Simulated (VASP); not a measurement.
# In3O2 (P-6m2) in VASP: a series of runs, part 3 of 3

VASP 6.6.1. Earlier steps stand in the parts before.

### 5 Single point, PBE, collinear spin, ferromagnetic start

This run uses another cell than the first one, of 17.83 Å³/atom.

INCAR

```
ALGO = Normal
EDIFF = 1E-6
ENCUT = 520
GGA = PE
ISIF = 2
ISMEAR = 0
ISPIN = 2
LASPH = True
LCHARG = False
LORBIT = 11
LREAL = False
LWAVE = False
MAGMOM = 0 0 0 1 1
NBANDS = 38
NELM = 150
PREC = Accurate
SIGMA = 0.1
```

KPOINTS

```
k-points
0
Gamma
  6 6 4
```

POSCAR

```
In3O2
1.0
    4.3763313500      0.0000000000      0.0000000000
   -2.1881656800      3.7900141300      0.0000000000
    0.0000000000      0.0000000000      5.3739763200
In O
3 2
Direct
    0.0000000000      0.0000000000      0.7454000100
    0.0000000000      0.0000000000      0.2545999900
    0.6666666700      0.3333333300      0.0000000000
    0.6666666700      0.3333333300      0.5000000000
    0.3333333300      0.6666666700      0.0000000000
```

Potentials or basis: VASP PAW PBE potentials, release 64 (In_d, O).

Command:

```bash
$ cat potpaw_PBE.64/In_d/POTCAR potpaw_PBE.64/O/POTCAR > POTCAR
$ mpirun -np 1 vasp_std > vasp.out
```

OUTCAR:

```text
EDIFF = 1E-6
   ENCUT = 520
   GGA = PE
   ISIF = 2
   ISMEAR = 0
   ISPIN = 2
   LASPH = True
   LORBIT = 11
   LREAL = False
   NELM = 150
   PREC = Accurate

 ion  position               nearest neighbor table
   1  0.000  0.000  0.745-   2 2.64   2 2.74   4 2.85   4 2.85   4 2.85   5 2.87   3 2.87   3 2.87
                             5 2.87   5 2.87   3 2.87
   2  0.000  0.000  0.255-   1 2.64   1 2.74   4 2.85   4 2.85   4 2.85   3 2.87   5 2.87   3 2.87
                             5 2.87   5 2.87   3 2.87
   3  0.667  0.333  0.000-   5 2.53   5 2.53   5 2.53   4 2.69   4 2.69   1 2.87   2 2.87   1 2.87
                             2 2.87   1 2.87   2 2.87
   4  0.667  0.333  0.500-   3 2.69   3 2.69   1 2.85   2 2.85   1 2.85   2 2.85   1 2.85   2 2.85

   5  0.333  0.667  0.000-   3 2.53   3 2.53   3 2.53   1 2.87   2 2.87   2 2.87   1 2.87   2 2.87
                             1 2.87

  LATTYP: Found a hexagonal cell.
 ALAT       =     4.3763313500
 C/A-ratio  =     1.2279637647

  Lattice vectors:

 A1 = (   4.3763313500,   0.0000000000,   0.0000000000)
 A2 = (  -2.1881656800,   3.7900141300,   0.0000000000)
 A3 = (   0.0000000000,   0.0000000000,   5.3739763200)

Analysis of symmetry for initial positions (statically):
=====================================================================
 Subroutine PRICEL returns:
 Original cell was already a primitive cell.

 Routine SETGRP: Setting up the symmetry group for a
 hexagonal supercell.

 Subroutine GETGRP returns: Found 12 space group operations
 (whereof 12 operations were pure point group operations)
 out of a pool of 24 trial point group operations.

The static configuration has the point symmetry D_3h.

Analysis of symmetry for dynamics (positions and initial velocities):
=====================================================================
 Subroutine PRICEL returns:
 Original cell was already a primitive cell.

 Routine SETGRP: Setting up the symmetry group for a
 hexagonal supercell.

 Subroutine GETGRP returns: Found 12 space group operations
 (whereof 12 operations were pure point group operations)
 out of a pool of 24 trial point group operations.

The dynamic configuration has the point symmetry D_3h.

Analysis of structural, dynamic, and magnetic symmetry:
=====================================================================
 Subroutine PRICEL returns:
 Original cell was already a primitive cell.

 Routine SETGRP: Setting up the symmetry group for a
 hexagonal supercell.

 Subroutine GETGRP returns: Found 12 space group operations
 (whereof 12 operations were pure point group operations)
 out of a pool of 24 trial point group operations.

The overall configuration has the point symmetry D_3h.

 Subroutine INISYM returns: Found 12 space group operations
 (whereof 12 operations are pure point group operations),
 and found     1 'primitive' translations

----------------------------------------------------------------------------------------

                                     Primitive cell

  volume of cell :      89.1347

  direct lattice vectors                    reciprocal lattice vectors
     4.376331350  0.000000000  0.000000000     0.228501893  0.131925630  0.000000000
    -2.188165680  3.790014130  0.000000000     0.000000000  0.263851259  0.000000000
     0.000000000  0.000000000  5.373976320     0.000000000  0.000000000  0.186081951

[... 91 lines left out ...]
   ISIF   =      2    stress and relaxation
   ISYM   =      2    0-nonsym 1-usesym 2-fastsym
   POTIM  = 0.5000    time-step for ionic-motion
   TEBEG  =    0.0;   TEEND  =   0.0 temperature during run
   PSTRESS=    0.0 pullay stress
   NELECT =      51.0000    total number of electrons
   NUPDOWN=      -1.0000    fix difference up-down
   EMIN   =  10.00;   EMAX   =-10.00  energy-range for DOS
   EFERMI =   0.00;   METHOD = LEGACY
   ISMEAR =     0;   SIGMA  =   0.10  broadening in eV -4-tet -1-fermi 0-gaus
   EFERMI_NEDOS =   21; number of points for ismear=-14 and -15
   IALGO  =     38    algorithm
   IMIX   =      4    mixing-type and parameters
     AMIX     =   0.40;   BMIX     =  1.00
     AMIX_MAG =   1.60;   BMIX_MAG =  1.00
  volume/ion in A,a.u.               =      17.83       120.30
  Fermi-wavevector in a.u.,A,eV,Ry     =   1.359093  2.568314 25.131795  1.847135
  Thomas-Fermi vector in A             =   2.485871
   LORBIT       =     11    0 simple, 1 ext, 2 COOP (PROOUT), +10 PAW based schemes
   GGA     = PE    functional components
   LHFCALC =     F    Hartree Fock is set to
   AEXX    =    0.0000 exact exchange contribution
   IVDW    =     0    specifies the selected vdW correction
   LEPSILON=     F    determine dielectric tensor
   LRPA    =     F    only Hartree local field effects (RPA)
 spin polarized calculation
 Gauss-broadening in eV      SIGMA  =   0.10
  energy-cutoff  :      520.00
  volume of cell :       89.13
 maximum number of plane-waves:      2444
 NGX is ok and might be reduce to    36
   NGX = 17   NGY = 17   NGZ = 19

 number of electron      50.9999995 magnetization       0.0000403

 number of electron      50.9999995 magnetization      -0.0000463

 Free energy of the ion-electron system (eV)
  ---------------------------------------------------
  ext. energy  EPLUGINS =         0.00000000
  ---------------------------------------------------
  free energy    TOTEN  =       -17.77627367 eV

  energy without entropy =      -17.75929635  energy(sigma->0) =      -17.76778501

 E-fermi :   6.7710     XC(G=0): -10.4839

 val. band max:        6.7072928811   @ k =   0.1667   0.1667   0.0000
 cond. band min:       6.7765700624   @ k =   0.5000  -0.0000   0.0000
 fundamental gap:      0.0692771813
 Fermi energy:         6.7709642426

 spin component 1

 k-point     1 :       0.0000    0.0000    0.0000
  band No.  band energies     occupation
      1     -10.6596      1.00000
      2      -9.9237      1.00000
      3      -8.7832      1.00000
      4      -8.5475      1.00000
      5      -8.5475      1.00000
      6      -8.2988      1.00000
[... 829 lines left out ...]
     36      16.7434      0.00000
     37      19.4549      0.00000
 Fermi energy:         6.7709642426

 spin component 2

 k-point     1 :       0.0000    0.0000    0.0000
  band No.  band energies     occupation
      1     -10.6596      1.00000
      2      -9.9237      1.00000
      3      -8.7832      1.00000
      4      -8.5475      1.00000
      5      -8.5475      1.00000
      6      -8.2988      1.00000
[... 829 lines left out ...]
     36      16.7434      0.00000
     37      19.4549      0.00000
 [bands above 37 left out]

------------------------ aborting loop because EDIFF is reached ----------------------------------------

  FORCE on cell =-STRESS in cart. coord.  units (eV):
  Direction    XX          YY          ZZ          XY          YZ          ZX
  --------------------------------------------------------------------------------------
  -------------------------------------------------------------------------------------
  Total        2.6837499      2.6837499      5.8229251     -0.0000000      0.0000000      0.0000000
  in kB       48.2398383     48.2398385    104.6658519     -0.0000001      0.0000000      0.0000000
  external PRESSURE =      67.0485096 kB  Pullay stress =       0.0000000 kB

 VOLUME and BASIS-vectors are now :
 -----------------------------------------------------------------------------
  energy-cutoff  :      520.00
  volume of cell :       89.13
      direct lattice vectors                 reciprocal lattice vectors
     4.376331350  0.000000000  0.000000000     0.228501893  0.131925630  0.000000000
    -2.188165680  3.790014130  0.000000000     0.000000000  0.263851259  0.000000000
     0.000000000  0.000000000  5.373976320     0.000000000  0.000000000  0.186081951

 POSITION                                       TOTAL-FORCE (eV/Angst)
 -----------------------------------------------------------------------------------
      0.00000      0.00000      4.00576         0.000000      0.000000     -1.780818
      0.00000      0.00000      1.36821         0.000000      0.000000      1.780818
      2.18817      1.26334      0.00000         0.000000     -0.000000      0.000000
      2.18817      1.26334      2.68699        -0.000000      0.000000      0.000000
     -0.00000      2.52668      0.00000        -0.000000      0.000000      0.000000
 -----------------------------------------------------------------------------------
    total drift:                               -0.000009      0.000005     -0.000000

  FREE ENERGIE OF THE ION-ELECTRON SYSTEM (eV)
  ---------------------------------------------------
  free  energy   TOTEN  =       -17.7762736746 eV

  energy  without entropy=      -17.7592963462  energy(sigma->0) =      -17.76778501

 total charge

# of ion       s       p       d       tot
------------------------------------------
    1        1.017   0.520   9.883  11.420
    2        1.017   0.520   9.883  11.420
    3        0.923   0.534   9.911  11.368
    4        1.602   3.192   0.000   4.795
    5        1.600   3.244   0.000   4.844
--------------------------------------------------
tot          6.160   8.010  29.676  43.846

 magnetization (x)

# of ion       s       p       d       tot
------------------------------------------
    1       -0.000  -0.000   0.000  -0.000
    2       -0.000  -0.000   0.000  -0.000
    3       -0.000  -0.000  -0.000  -0.000
    4       -0.000   0.000   0.000   0.000
    5        0.000   0.000   0.000   0.000
--------------------------------------------------
tot         -0.000  -0.000  -0.000  -0.000
```

Run time: 1.8 min. Hardware: 1 thread of Intel Xeon 6975P-C (Granite Rapids), shared host; peak memory 0.31 GiB.

What came out:

```yaml
Free_energy: -17.7763 eV
Pressure: 6.7 GPa
Largest_force: 1.781 eV/Å
Net_moment: 0.00 μB per cell
Valence_electrons_inside_the_program's_atomic_spheres: In 11.42, 11.37 (each value once); O 4.79, 4.84
```

Forces in eV/Å, atoms in the order of the input:
```
In   0.000  0.000 -1.781
In   0.000  0.000  1.781
In   0.000  0.000  0.000
O    0.000  0.000  0.000
O    0.000  0.000  0.000
```

Levels at points of the mesh, in eV from the Fermi level:
Spin up:
```
           k point  band 21  band 22  band 23  band 24  band 25  band 26  band 27  band 28  band 29  band 30
(0.00, 0.00, 0.00)    -3.07    -2.19    -2.18    -2.18    -1.96     1.33     1.54     1.54     2.67     6.18
(0.50, 0.00, 0.00)    -3.76    -2.57    -2.34    -1.99    -0.70     0.01     0.71     3.01     3.57     3.88
(0.00, 0.00, 0.50)    -3.05    -1.99    -1.99    -1.76    -1.54     1.58     1.58     2.42     3.58     4.26
(0.50, 0.00, 0.50)    -3.97    -2.76    -2.32    -1.69    -0.86     0.48     1.79     2.89     4.60     4.87
```
Spin down:
| k point | band 21 | band 22 | band 23 | band 24 | band 25 | band 26 | band 27 | band 28 | band 29 | band 30 |
| --- | --- | --- | --- | --- | --- | --- | --- | --- | --- | --- |
| (0.00, 0.00, 0.00) | -3.07 | -2.19 | -2.18 | -2.18 | -1.96 | 1.33 | 1.54 | 1.54 | 2.67 | 6.18 |
| (0.50, 0.00, 0.00) | -3.76 | -2.57 | -2.34 | -1.99 | -0.70 | 0.01 | 0.71 | 3.01 | 3.57 | 3.88 |
| (0.00, 0.00, 0.50) | -3.05 | -1.99 | -1.99 | -1.76 | -1.54 | 1.58 | 1.58 | 2.42 | 3.58 | 4.26 |
| (0.50, 0.00, 0.50) | -3.97 | -2.76 | -2.32 | -1.69 | -0.86 | 0.48 | 1.79 | 2.89 | 4.60 | 4.87 |

Caveat: the cell stands under pressure; spin-orbit coupling is left out, which moves the levels of the heavy elements; forces of over 1 eV/Å act on the atoms, so gaps and moduli don't describe the material at rest.

### 6 Overview

```csv
task,spin,cell,k mesh,cutoff (eV),gap on the mesh (eV),pressure (GPa),moment (μB),largest force (eV/Å)
single point,off,"a = 3.587, b = 3.587, c = 9.934 Å, angles 90.0, 90.0, 120.0°, 5 atoms, atomic positions A",12 × 12 × 4,520,none,0.1,-,0.02
relaxation of cell and atoms,off,"relaxed from a = 4.376, b = 4.376, c = 5.374 Å, angles 90.0, 90.0, 120.0°, 5 atoms, atomic positions B",6 × 6 × 4,600,none,0.0,-,0.04
single point,"collinear, ferromagnetic start","a = 3.588, b = 3.588, c = 10.024 Å, angles 90.0, 90.0, 120.0°, 5 atoms, atomic positions C",6 × 6 × 2,520,none,0.1,0.00,-
single point,"collinear, ferromagnetic start","a = 4.376, b = 4.376, c = 5.374 Å, angles 90.0, 90.0, 120.0°, 5 atoms, atomic positions B",6 × 6 × 4,520,none,6.7,0.00,1.78
```

Alike in all rows: level PBE; potentials or basis VASP PAW PBE potentials, release 64 (In_d, O); smearing gaussian 0.1 eV.

Caveats: spin-orbit coupling is left out, which moves the levels of the heavy elements; an odd number of electrons without spin polarisation forces a metal (at least some runs); a magnetic or distorted state may lie lower (at least some runs); a cell axis changed by over 15 % at a fixed basis, so the end point is rough (at least some runs); the cell stands under pressure (at least some runs); forces of over 1 eV/Å act on the atoms, so gaps and moduli don't describe the material at rest (at least some runs).

Absolute energies hang on the potentials; compare differences alone.
